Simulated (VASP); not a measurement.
# RbLa2Cl2 (P-3m1) in VASP: single point with PBE

Aim: the single point of RbLa2Cl2 with PBE.

Everything below comes from runs of VASP 6.6.1. Logs are shortened: lines on timing, memory, paths and dates and some standing lists are left out, and cuts for length are marked.

**1. The cell of the first run**

The structure is trigonal, space group P-3m1 (No. 164). The conventional cell has a = 4.888 Å, b = 4.888 Å, c = 10.454 Å, α = 90.00°, β = 90.00°, γ = 120.00°. La (site symmetry 3m) has 4 Cl at 2.85 to 2.91 Å and 3 La at 3.77 Å within 3.8 Å. Within 3.8 Å of Cl (site symmetry 3m) lie 4 La at 2.85 to 2.91 Å.

**2. Single point, PBE**

INCAR

```
  PREC = Accurate
  ENCUT = 520
  EDIFF = 1E-6
  ISMEAR = 0
  SIGMA = 0.1
  LREAL = F
  LASPH = T
  NELM = 100
  ALGO = Normal
  ISIF = 2
  LWAVE = F
  LCHARG = F
  GGA = PE
  NBANDS = 30
```

KPOINTS

```
regular mesh
0
Gamma
  12 12 4
```

POSCAR

```
RbLa2Cl2
1.0
    4.8881133064      0.0000000000      0.0000000000
   -2.4440566532      4.2332302999      0.0000000000
    0.0000000000      0.0000000000     10.4544282787
Rb La Cl
1 2 2
Direct
    0.0000000000      0.0000000000      0.0000000000
    0.3333333333      0.6666666667      0.6193753250
    0.6666666667      0.3333333333      0.3806246750
    0.6666666667      0.3333333333      0.6590036133
    0.3333333333      0.6666666667      0.3409963867
```

Potentials or basis: VASP PAW PBE potentials, release 64 (Rb_sv, La, Cl).

Command:

```bash
$ cat potpaw_PBE.64/Rb_sv/POTCAR potpaw_PBE.64/La/POTCAR potpaw_PBE.64/Cl/POTCAR > POTCAR
$ mpirun -np 1 vasp_std > vasp.out
```

OUTCAR:

```text
PREC = Accurate
   ENCUT = 520
   EDIFF = 1E-6
   ISMEAR = 0
   LREAL = F
   LASPH = T
   NELM = 100
   ISIF = 2
   GGA = PE

 ion  position               nearest neighbor table
   1  0.000  0.000  0.000-
   2  0.333  0.667  0.619-   4 2.85   4 2.85   4 2.85   5 2.91
   3  0.667  0.333  0.381-   5 2.85   5 2.85   5 2.85   4 2.91
   4  0.667  0.333  0.659-   2 2.85   2 2.85   2 2.85   3 2.91
   5  0.333  0.667  0.341-   3 2.85   3 2.85   3 2.85   2 2.91

  LATTYP: Found a hexagonal cell.
 ALAT       =     4.8881133064
 C/A-ratio  =     2.1387450788

  Lattice vectors:

 A1 = (   4.8881133064,   0.0000000000,   0.0000000000)
 A2 = (  -2.4440566532,   4.2332302999,   0.0000000000)
 A3 = (   0.0000000000,   0.0000000000,  10.4544282787)

Analysis of symmetry for initial positions (statically):
=====================================================================
 Subroutine PRICEL returns:
 Original cell was already a primitive cell.

 Routine SETGRP: Setting up the symmetry group for a
 hexagonal supercell.

 Subroutine GETGRP returns: Found 12 space group operations
 (whereof 12 operations were pure point group operations)
 out of a pool of 24 trial point group operations.

The static configuration has the point symmetry D_3d.

Analysis of symmetry for dynamics (positions and initial velocities):
=====================================================================
 Subroutine PRICEL returns:
 Original cell was already a primitive cell.

 Routine SETGRP: Setting up the symmetry group for a
 hexagonal supercell.

 Subroutine GETGRP returns: Found 12 space group operations
 (whereof 12 operations were pure point group operations)
 out of a pool of 24 trial point group operations.

The dynamic configuration has the point symmetry D_3d.

 Subroutine INISYM returns: Found 12 space group operations
 (whereof 12 operations are pure point group operations),
 and found     1 'primitive' translations

----------------------------------------------------------------------------------------

                                     Primitive cell

  volume of cell :     216.3284

[... 88 lines left out ...]
   ISPIN  =      1    spin polarized calculation?
   LNONCOLLINEAR =      F non collinear calculations
   LSORBIT =      F    spin-orbit coupling
   LASPH  =      T    aspherical Exc in radial PAW
   ENCUT  =  520.0 eV  38.22 Ry    6.18 a.u.   9.09  9.09 19.44*2*pi/ulx,y,z
   NELM   =    100;   NELMIN=  2; NELMDL= -5     # of ELM steps
   EDIFF  = 0.1E-05   stopping-criterion for ELM
   LREAL  =      F    real-space projection
   EDIFFG = 0.1E-04   stopping-criterion for IOM
   NSW    =      0    number of steps for IOM
   IBRION =     -1    ionic relax: 0-MD 1-quasi-New 2-CG
   NFREE  =      0    steps in history (QN), initial steepest desc. (CG)
   ISIF   =      2    stress and relaxation
   ISYM   =      2    0-nonsym 1-usesym 2-fastsym
   POTIM  = 0.5000    time-step for ionic-motion
   TEBEG  =    0.0;   TEEND  =   0.0 temperature during run
   PSTRESS=    0.0 pullay stress
   NELECT =      45.0000    total number of electrons
   NUPDOWN=      -1.0000    fix difference up-down
   EMIN   =  10.00;   EMAX   =-10.00  energy-range for DOS
   EFERMI =   0.00;   METHOD = LEGACY
   ISMEAR =     0;   SIGMA  =   0.10  broadening in eV -4-tet -1-fermi 0-gaus
   EFERMI_NEDOS =   21; number of points for ismear=-14 and -15
   IALGO  =     38    algorithm
   IMIX   =      4    mixing-type and parameters
     AMIX     =   0.40;   BMIX     =  1.00
     AMIX_MAG =   1.60;   BMIX_MAG =  1.00
  volume/ion in A,a.u.               =      43.27       291.97
  Fermi-wavevector in a.u.,A,eV,Ry     =   0.970006  1.833046 12.801886  0.940912
  Thomas-Fermi vector in A             =   2.100106
   LORBIT       =      0    0 simple, 1 ext, 2 COOP (PROOUT), +10 PAW based schemes
   GGA     = PE    functional components
   LHFCALC =     F    Hartree Fock is set to
   AEXX    =    0.0000 exact exchange contribution
   IVDW    =     0    specifies the selected vdW correction
   LEPSILON=     F    determine dielectric tensor
   LRPA    =     F    only Hartree local field effects (RPA)
 non-spin polarized calculation
 Gauss-broadening in eV      SIGMA  =   0.10
  energy-cutoff  :      520.00
  volume of cell :      216.33
 maximum number of plane-waves:      5856
   NGX = 19   NGY = 19   NGZ = 39

 number of electron      45.0000001 magnetization

 Free energy of the ion-electron system (eV)
  ---------------------------------------------------
  ext. energy  EPLUGINS =         0.00000000
  ---------------------------------------------------
  free energy    TOTEN  =       -19.20536751 eV

  energy without entropy =      -19.16799774  energy(sigma->0) =      -19.18668263

 E-fermi :   4.0401     XC(G=0):  -7.5354

 val. band max:        4.0382296432   @ k =   0.2500   0.1667   0.2500
 cond. band min:       4.0413273987   @ k =   0.4167  -0.0000   0.5000
 fundamental gap:      0.0030977554
 Fermi energy:         4.0401414053

 k-point     1 :       0.0000    0.0000    0.0000
  band No.  band energies     occupation
      1     -29.5658      2.00000
      2     -29.4639      2.00000
      3     -24.7210      2.00000
      4     -14.3207      2.00000
      5     -14.0033      2.00000
      6     -13.4142      2.00000
[... 781 lines left out ...]
     29       5.2681      0.00000
     30       5.2766      0.00000

 [... further k-points ...]

------------------------ aborting loop because EDIFF is reached ----------------------------------------

  FORCE on cell =-STRESS in cart. coord.  units (eV):
  Direction    XX          YY          ZZ          XY          YZ          ZX
  --------------------------------------------------------------------------------------
  -------------------------------------------------------------------------------------
  Total       -0.0416298     -0.0416298      0.0034777     -0.0000000      0.0000000      0.0000000
  in kB       -0.3083200     -0.3083200      0.0257567     -0.0000000      0.0000000      0.0000000
  external PRESSURE =      -0.1969611 kB  Pullay stress =       0.0000000 kB

 VOLUME and BASIS-vectors are now :
 -----------------------------------------------------------------------------
  energy-cutoff  :      520.00
  volume of cell :      216.33
      direct lattice vectors                 reciprocal lattice vectors
     4.888113306  0.000000000  0.000000000     0.204577909  0.118113111  0.000000000
    -2.444056653  4.233230300  0.000000000     0.000000000  0.236226222  0.000000000
     0.000000000  0.000000000 10.454428279     0.000000000  0.000000000  0.095653246

 POSITION                                       TOTAL-FORCE (eV/Angst)
 -----------------------------------------------------------------------------------
      0.00000      0.00000      0.00000        -0.000000      0.000000      0.000000
     -0.00000      2.82215      6.47521        -0.000000      0.000000     -0.012292
      2.44406      1.41108      3.97921        -0.000000      0.000000      0.012292
      2.44406      1.41108      6.88951        -0.000000      0.000000      0.012429
     -0.00000      2.82215      3.56492         0.000000     -0.000000     -0.012429
 -----------------------------------------------------------------------------------
    total drift:                               -0.000000     -0.000000      0.000000

  FREE ENERGIE OF THE ION-ELECTRON SYSTEM (eV)
  ---------------------------------------------------
  free  energy   TOTEN  =       -19.2053675124 eV

  energy  without entropy=      -19.1679977377  energy(sigma->0) =      -19.18668263
```

It took 6 min on 1 thread of AMD EPYC 7R13 (Zen 3), shared host; peak memory 0.62 GiB.

Results:

```
Free energy   : -19.2054 eV
Pressure      : 0.0 GPa
Largest force : 0.012 eV/Å
```

Forces in eV/Å, atoms in the order of the input:
```
Rb   0.000  0.000  0.000
La   0.000  0.000 -0.012
La   0.000  0.000  0.012
Cl   0.000  0.000  0.012
Cl   0.000  0.000 -0.012
```

Levels at points of the mesh, in eV from the Fermi level:
| k point | band 18 | band 19 | band 20 | band 21 | band 22 | band 23 | band 24 | band 25 | band 26 | band 27 |
| --- | --- | --- | --- | --- | --- | --- | --- | --- | --- | --- |
| (0.00, 0.00, 0.00) | -6.36 | -6.35 | -5.94 | -1.66 | -0.28 | 0.03 | 0.03 | 0.50 | 1.04 | 1.04 |
| (0.50, 0.00, 0.00) | -6.11 | -6.03 | -5.88 | -0.53 | -0.23 | -0.22 | 0.33 | 0.63 | 0.66 | 0.99 |
| (0.00, 0.00, 0.50) | -6.36 | -6.36 | -5.92 | -1.21 | -0.83 | 0.04 | 0.04 | 0.58 | 0.85 | 1.04 |
| (0.50, 0.00, 0.50) | -6.11 | -6.04 | -5.88 | -0.52 | -0.24 | 0.08 | 0.11 | 0.68 | 0.79 | 0.99 |

Caveat: spin-orbit coupling is left out, which moves the levels of the heavy elements; an odd number of electrons without spin polarisation forces a metal; a magnetic or distorted state may lie lower.
